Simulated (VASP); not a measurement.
# Be: single point with PBEsol

The system is Be.

```
CELL_PARAMETERS angstrom
-1.19432 1.19432 1.19432
1.19432 -1.19432 1.19432
1.19432 1.19432 -1.19432
ATOMIC_POSITIONS crystal
Be 0.00000 0.00000 0.00000
```

This isn't the form of Be at room conditions, which is hcp.

| Item | Value |
| --- | --- |
| Program | VASP 6.6.1 |
| Task | single point |
| Functional | PBEsol |
| Potentials or basis | VASP PAW PBE potentials, release 64 (Be) |
| Cutoff | 600 eV |
| k mesh | 10 × 10 × 10 |
| Occupations | methfessel-paxton, width 0.05 eV |
| Spin | no spin polarisation |

The pressure is 20.5 GPa. The band gap on the k mesh is zero (bands 1 and 2 overlap by 5.63 eV).

Levels at points of the mesh, in eV from the Fermi level:
| k point | band 1 | band 2 | band 3 | band 4 |
| --- | --- | --- | --- | --- |
| (0.00, 0.00, 0.00) | -12.81 | 22.04 | 22.04 | 22.04 |
| (0.50, 0.00, 0.00) | -5.55 | 1.14 | 14.00 | 17.48 |
| (0.50, 0.50, 0.50) | 4.70 | 4.70 | 4.70 | 10.83 |

Run time: 2.5 s on 1 thread of Intel(R) Xeon(R) Platinum 8488C (Sapphire Rapids), on a shared host, peak memory 0.11 GiB.

Caveat: the k points lie up to 0.37 Å⁻¹ apart, too coarse for converged energies and pressures of a metal; the PAW data sets were made with another functional, which shifts forces and pressure a little.
